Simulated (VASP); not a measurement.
# TiCo3 (Pm-3m) in VASP: relaxation of cell and atoms with LDA

Aim: the relaxation of cell and atoms of TiCo3 with LDA.

Everything below comes from runs of VASP 6.6.1. Logs are shortened: lines on timing, memory, paths and dates and some standing lists are left out, and cuts for length are marked.

**1. The cell of the first run**

Symmetry: Pm-3m, No. 221, cubic system. Conventional cell: a = 3.605 Å, b = 3.605 Å, c = 3.605 Å, α = 90.00°, β = 90.00°, γ = 90.00°. Within 3.4 Å of Ti (site symmetry m-3m) lie 12 Co at 2.55 Å. Within 3.4 Å of Co (site symmetry 4/mmm) lie 4 Ti at 2.55 Å and 8 Co at 2.55 Å.

**2. Relaxation of cell and atoms, LDA, collinear spin, ferrimagnetic start**

The input, INCAR:

```
SYSTEM = TiCo3
  PREC = Accurate
  ENCUT = 600
  EDIFF = 1E-7
  ISMEAR = 0
  SIGMA = 0.1
  LREAL = .FALSE.
  LASPH = .TRUE.
  NELM = 150
  ALGO = Normal
  ISIF = 3
  LWAVE = .FALSE.
  LCHARG = .FALSE.
  ISPIN = 2
  MAGMOM = -0.43 1.22 1.22 1.22
  LORBIT = 11
  LMAXMIX = 4
  IBRION = 2
  NSW = 70
  EDIFFG = -0.005
```

The input, KPOINTS:

```
Automatic mesh
0
G
  12 12 12
  0 0 0
```

The input, POSCAR:

```
TiCo3
1.0
    3.6047343864      0.0000000000      0.0000000000
    0.0000000000      3.6047343864      0.0000000000
    0.0000000000      0.0000000000      3.6047343864
Ti Co
1 3
Direct
    0.0000000000      0.0000000000      0.0000000000
    0.0000000000      0.5000000000      0.5000000000
    0.5000000000      0.0000000000      0.5000000000
    0.5000000000      0.5000000000      0.0000000000
```

Potentials or basis: VASP PAW LDA potentials, release 64 (Ti_sv, Co).

Launch:

```console
> cat potpaw_LDA.64/Ti_sv/POTCAR potpaw_LDA.64/Co/POTCAR > POTCAR
> mpirun -np 1 vasp_std > vasp.out
```

OUTCAR:

```text
SYSTEM = TiCo3
   PREC = Accurate
   ENCUT = 600
   EDIFF = 1E-7
   ISMEAR = 0
   LREAL = .FALSE.
   LASPH = .TRUE.
   NELM = 150
   ISIF = 3
   ISPIN = 2
   LORBIT = 11
   IBRION = 2
   NSW = 70
   EDIFFG = -0.005

 ion  position               nearest neighbor table
   1  0.000  0.000  0.000-   2 2.55   3 2.55   4 2.55   2 2.55   3 2.55   2 2.55   4 2.55   2 2.55
                             3 2.55   4 2.55   3 2.55   4 2.55
   2  0.000  0.500  0.500-   1 2.55   3 2.55   4 2.55   1 2.55   4 2.55   1 2.55   3 2.55   1 2.55
                             3 2.55   4 2.55   4 2.55   3 2.55
   3  0.500  0.000  0.500-   1 2.55   2 2.55   4 2.55   1 2.55   4 2.55   2 2.55   4 2.55   4 2.55
                             1 2.55   2 2.55   1 2.55   2 2.55
   4  0.500  0.500  0.000-   1 2.55   2 2.55   3 2.55   2 2.55   3 2.55   1 2.55   3 2.55   3 2.55
                             1 2.55   2 2.55   2 2.55   1 2.55

  LATTYP: Found a simple cubic cell.
 ALAT       =     3.6047343864

  Lattice vectors:

 A1 = (   3.6047343864,   0.0000000000,   0.0000000000)
 A2 = (   0.0000000000,   3.6047343864,   0.0000000000)
 A3 = (   0.0000000000,   0.0000000000,   3.6047343864)

Analysis of symmetry for initial positions (statically):
=====================================================================
 Subroutine PRICEL returns:
 Original cell was already a primitive cell.

 Routine SETGRP: Setting up the symmetry group for a
 simple cubic supercell.

 Subroutine GETGRP returns: Found 48 space group operations
 (whereof 48 operations were pure point group operations)
 out of a pool of 48 trial point group operations.

The static configuration has the point symmetry O_h .

Analysis of symmetry for dynamics (positions and initial velocities):
=====================================================================
 Subroutine PRICEL returns:
 Original cell was already a primitive cell.

 Routine SETGRP: Setting up the symmetry group for a
 simple cubic supercell.

 Subroutine GETGRP returns: Found 48 space group operations
 (whereof 48 operations were pure point group operations)
 out of a pool of 48 trial point group operations.

The dynamic configuration has the point symmetry O_h .

Analysis of structural, dynamic, and magnetic symmetry:
=====================================================================
 Subroutine PRICEL returns:
 Original cell was already a primitive cell.

 Routine SETGRP: Setting up the symmetry group for a
 simple cubic supercell.

 Subroutine GETGRP returns: Found 48 space group operations
 (whereof 48 operations were pure point group operations)
 out of a pool of 48 trial point group operations.

The overall configuration has the point symmetry O_h .

 Subroutine INISYM returns: Found 48 space group operations
 (whereof 48 operations are pure point group operations),
 and found     1 'primitive' translations

----------------------------------------------------------------------------------------

                                     Primitive cell

  volume of cell :      46.8403

  direct lattice vectors                    reciprocal lattice vectors
     3.604734386  0.000000000  0.000000000     0.277412950  0.000000000  0.000000000
     0.000000000  3.604734386  0.000000000     0.000000000  0.277412950  0.000000000
     0.000000000  0.000000000  3.604734386     0.000000000  0.000000000  0.277412950

  length of vectors
     3.604734386  3.604734386  3.604734386     0.277412950  0.277412950  0.277412950

  position of ions in fractional coordinates (direct lattice)
     0.000000000  0.000000000  0.000000000
     0.000000000  0.500000000  0.500000000
     0.500000000  0.000000000  0.500000000
     0.500000000  0.500000000  0.000000000

  ion indices of the primitive-cell ions
   primitive index   ion index
                 1           1
                 2           2
                 3           3
                 4           4

----------------------------------------------------------------------------------------

 KPOINTS: Automatic mesh

Automatic generation of k-mesh.
 Grid dimensions read from file:
 generate k-points for:   12   12   12

 Generating k-lattice:

  Cartesian coordinates                     Fractional coordinates (reciprocal lattice)
     0.023117746  0.000000000  0.000000000     0.083333333  0.000000000  0.000000000
     0.000000000  0.023117746  0.000000000     0.000000000  0.083333333  0.000000000
     0.000000000  0.000000000  0.023117746     0.000000000  0.000000000  0.083333333

  Length of vectors
     0.023117746  0.023117746  0.023117746

  Shift w.r.t. Gamma in fractional coordinates (k-lattice)
     0.000000000  0.000000000  0.000000000

 Subroutine IBZKPT returns following result:
 ===========================================

 Found     84 irreducible k-points:

 Following reciprocal coordinates:
            Coordinates               Weight
  0.000000  0.000000  0.000000      1.000000
  0.083333  0.000000  0.000000      6.000000
  0.166667  0.000000  0.000000      6.000000
  0.250000  0.000000  0.000000      6.000000
  0.333333  0.000000  0.000000      6.000000
  0.416667  0.000000  0.000000      6.000000
[... 16 lines left out ...]
  0.333333  0.333333  0.000000     12.000000
  0.416667  0.333333  0.000000     24.000000
 [... further k-points ...]
   k-points           NKPTS =     84   k-points in BZ     NKDIM =     84   number of bands    NBANDS=     25
   number of dos      NEDOS =    301   number of ions     NIONS =      4
   total plane-waves  NPLWV =  27000
   dimension x,y,z NGX =    30 NGY =   30 NGZ =   30
   dimension x,y,z NGXF=    60 NGYF=   60 NGZF=   60
   ions per type =               1   3
   NGX,Y,Z   is equivalent  to a cutoff of  13.84, 13.84, 13.84 a.u.
   NGXF,Y,Z  is equivalent  to a cutoff of  27.67, 27.67, 27.67 a.u.
 SYSTEM =  TiCo3
   PREC   = accura    normal or accurate (medium, high low for compatibility)
   ISTART =      0    job   : 0-new  1-cont  2-samecut
   ICHARG =      2    charge: 1-file 2-atom 10-const
   ISPIN  =      2    spin polarized calculation?
   LNONCOLLINEAR =      F non collinear calculations
   LSORBIT =      F    spin-orbit coupling
   LASPH  =      T    aspherical Exc in radial PAW
   ENCUT  =  600.0 eV  44.10 Ry    6.64 a.u.   7.20  7.20  7.20*2*pi/ulx,y,z
   NELM   =    150;   NELMIN=  2; NELMDL= -5     # of ELM steps
   EDIFF  = 0.1E-06   stopping-criterion for ELM
   LREAL  =      F    real-space projection
   EDIFFG = -.5E-02   stopping-criterion for IOM
   NSW    =     70    number of steps for IOM
   IBRION =      2    ionic relax: 0-MD 1-quasi-New 2-CG
   NFREE  =      1    steps in history (QN), initial steepest desc. (CG)
   ISIF   =      3    stress and relaxation
   ISYM   =      2    0-nonsym 1-usesym 2-fastsym
   POTIM  = 0.5000    time-step for ionic-motion
   TEBEG  =    0.0;   TEEND  =   0.0 temperature during run
   PSTRESS=    0.0 pullay stress
   NELECT =      39.0000    total number of electrons
   NUPDOWN=      -1.0000    fix difference up-down
   EMIN   =  10.00;   EMAX   =-10.00  energy-range for DOS
   EFERMI =   0.00;   METHOD = LEGACY
   ISMEAR =     0;   SIGMA  =   0.10  broadening in eV -4-tet -1-fermi 0-gaus
   EFERMI_NEDOS =   21; number of points for ismear=-14 and -15
   IALGO  =     38    algorithm
   IMIX   =      4    mixing-type and parameters
     AMIX     =   0.40;   BMIX     =  1.00
     AMIX_MAG =   1.60;   BMIX_MAG =  1.00
  volume/ion in A,a.u.               =      11.71        79.02
  Fermi-wavevector in a.u.,A,eV,Ry     =   1.540127  2.910417 32.272884  2.371990
  Thomas-Fermi vector in A             =   2.646258
   LORBIT       =     11    0 simple, 1 ext, 2 COOP (PROOUT), +10 PAW based schemes
   GGA     = CA    functional components
   LHFCALC =     F    Hartree Fock is set to
   AEXX    =    0.0000 exact exchange contribution
   IVDW    =     0    specifies the selected vdW correction
   LEPSILON=     F    determine dielectric tensor
   LRPA    =     F    only Hartree local field effects (RPA)
 conjugate gradient relaxation of ions
 spin polarized calculation
 Gauss-broadening in eV      SIGMA  =   0.10
  energy-cutoff  :      600.00
  volume of cell :       46.84
 maximum number of plane-waves:      1596
 NGX is ok and might be reduce to    30
   NGX = 15   NGY = 15   NGZ = 15

--------------------------------------- Ionic step        1  -------------------------------------------

 number of electron      39.0000014 magnetization       0.7091030

 Free energy of the ion-electron system (eV)
  ---------------------------------------------------
  ext. energy  EPLUGINS =         0.00000000
  ---------------------------------------------------
  free energy    TOTEN  =       -34.09843558 eV

  energy without entropy =      -34.06728738  energy(sigma->0) =      -34.08286148

 E-fermi :   9.6597     XC(G=0): -13.4529

 val. band max:        9.6596584838   @ k =   0.4167   0.1667   0.0833
 cond. band min:       9.6621098964   @ k =   0.4167   0.1667   0.1667
 fundamental gap:      0.0024514126
 Fermi energy:         9.6597076180

 spin component 1

 k-point     1 :       0.0000    0.0000    0.0000
  band No.  band energies     occupation
      1     -46.1252      1.00000
      2     -22.7565      1.00000
      3     -22.7565      1.00000
      4     -22.7565      1.00000
      5       1.8437      1.00000
      6       5.4794      1.00000
[... 1564 lines left out ...]
  energy  without entropy=      -34.3802849410  energy(sigma->0) =      -34.39439246

--------------------------------------- Ionic step        7  -------------------------------------------

 number of electron      39.0000002 magnetization       0.0000114

 Free energy of the ion-electron system (eV)
  ---------------------------------------------------
  ext. energy  EPLUGINS =         0.00000000
  ---------------------------------------------------
  free energy    TOTEN  =       -34.40863626 eV

  energy without entropy =      -34.38051931  energy(sigma->0) =      -34.39457779

 E-fermi :  11.0717     XC(G=0): -14.0243

 val. band max:       11.0695413405   @ k =   0.3333   0.0833   0.0833
 cond. band min:      11.0782693334   @ k =   0.5000   0.5000   0.5000
 fundamental gap:      0.0087279930
 Fermi energy:        11.0717141906

 spin component 1

 k-point     1 :       0.0000    0.0000    0.0000
  band No.  band energies     occupation
      1     -44.5029      1.00000
      2     -21.1606      1.00000
      3     -21.1606      1.00000
      4     -21.1606      1.00000
      5       2.8187      1.00000
      6       6.3695      1.00000
[... 1370 lines left out ...]
  FREE ENERGIE OF THE ION-ELECTRON SYSTEM (eV)
  ---------------------------------------------------
  free  energy   TOTEN  =       -34.4086362575 eV

  energy  without entropy=      -34.3805193139  energy(sigma->0) =      -34.39457779

 reached required accuracy - stopping structural energy minimisation

 total charge

# of ion       s       p       d       tot
------------------------------------------
    1        2.290   6.225   2.057  10.571
    2        0.546   0.570   7.401   8.517
    3        0.546   0.570   7.401   8.517
    4        0.546   0.570   7.401   8.517
--------------------------------------------------
tot          3.928   7.935  24.259  36.122

 magnetization (x)

# of ion       s       p       d       tot
------------------------------------------
    1       -0.000  -0.000  -0.000  -0.000
    2       -0.000  -0.000   0.000   0.000
    3       -0.000  -0.000   0.000   0.000
    4       -0.000  -0.000   0.000   0.000
--------------------------------------------------
tot         -0.000  -0.000   0.000   0.000
```

Run time: 20 min. Hardware: 1 thread of Oxide Virtual Turin-like, shared host; peak memory 0.27 GiB.

What came out:

```yaml
Free_energy: -34.4086 eV
Relaxed_volume: 10.61 Å³/atom
Relaxed_cell: a = 3.488 Å, b = 3.488 Å, c = 3.488 Å, α = 90.00°, β = 90.00°, γ = 90.00°
Space_group_after_relaxing_to_0.1_Å: Pm-3m (No. 221)
Energy_gained_by_relaxing: 77.6 meV/atom
Ionic_steps: 7
Pressure_after_relaxing: 0.0 GPa
Net_moment: 0.00 μB per cell
Valence_electrons_inside_the_program's_atomic_spheres: Ti 10.57; Co 8.52
```

Step by step:
| step | energy change (eV) | largest force (eV/Å) | pressure (GPa) | volume (Å³) |
| --- | --- | --- | --- | --- |
| 1 | 0.0000 | 0.0000 | -20.41 | 46.84 |
| 2 | 0.2861 | 0.0000 | 42.93 | 37.44 |
| 3 | -0.3099 | 0.0000 | -0.78 | 42.55 |
| 4 | -0.3102 | 0.0000 | -0.11 | 42.44 |
| 5 | -0.3101 | 0.0000 | 0.42 | 42.35 |
| 6 | -0.3101 | 0.0000 | -0.54 | 42.50 |
| 7 | -0.3102 | 0.0000 | 0.01 | 42.42 |

Final structure:
```yaml
crystal:
  lattice:
    - [3.48760, 0.00000, 0.00000]
    - [0.00000, 3.48760, 0.00000]
    - [0.00000, 0.00000, 3.48760]
  atoms:
    - { symbol: Ti, position: [0.00000, 0.00000, 0.00000] }
    - { symbol: Co, position: [0.00000, 0.50000, 0.50000] }
    - { symbol: Co, position: [0.50000, 0.00000, 0.50000] }
    - { symbol: Co, position: [0.50000, 0.50000, 0.00000] }
```

Levels at points of the mesh, in eV from the Fermi level:
Spin up:
```csv
k point,band 16,band 17,band 18,band 19,band 20,band 21,band 22,band 23,band 24,band 25
"(0.00, 0.00, 0.00)",-0.04,0.51,0.77,0.77,0.77,2.77,2.77,3.65,3.65,3.65
"(0.50, 0.00, 0.00)",-0.76,-0.62,-0.62,-0.54,0.13,0.77,1.28,1.28,2.09,2.64
"(0.50, 0.50, 0.00)",-1.37,-0.98,-0.85,-0.85,-0.40,-0.39,1.84,1.84,2.42,2.44
"(0.50, 0.50, 0.50)",-1.04,0.01,0.54,0.54,0.54,1.06,1.06,1.06,2.40,2.40
```
Spin down:
```tsv
k point	band 16	band 17	band 18	band 19	band 20	band 21	band 22	band 23	band 24	band 25
(0.00, 0.00, 0.00)	-0.04	0.51	0.77	0.77	0.77	2.77	2.77	3.65	3.65	3.65
(0.50, 0.00, 0.00)	-0.76	-0.62	-0.62	-0.54	0.13	0.77	1.28	1.28	2.09	2.64
(0.50, 0.50, 0.00)	-1.37	-0.98	-0.85	-0.85	-0.40	-0.39	1.84	1.84	2.42	2.44
(0.50, 0.50, 0.50)	-1.04	0.01	0.54	0.54	0.54	1.06	1.06	1.06	2.40	2.40
```

Caveat: the moments typed at the start vanished in this run. LDA usually gives volumes a few per cent too small.
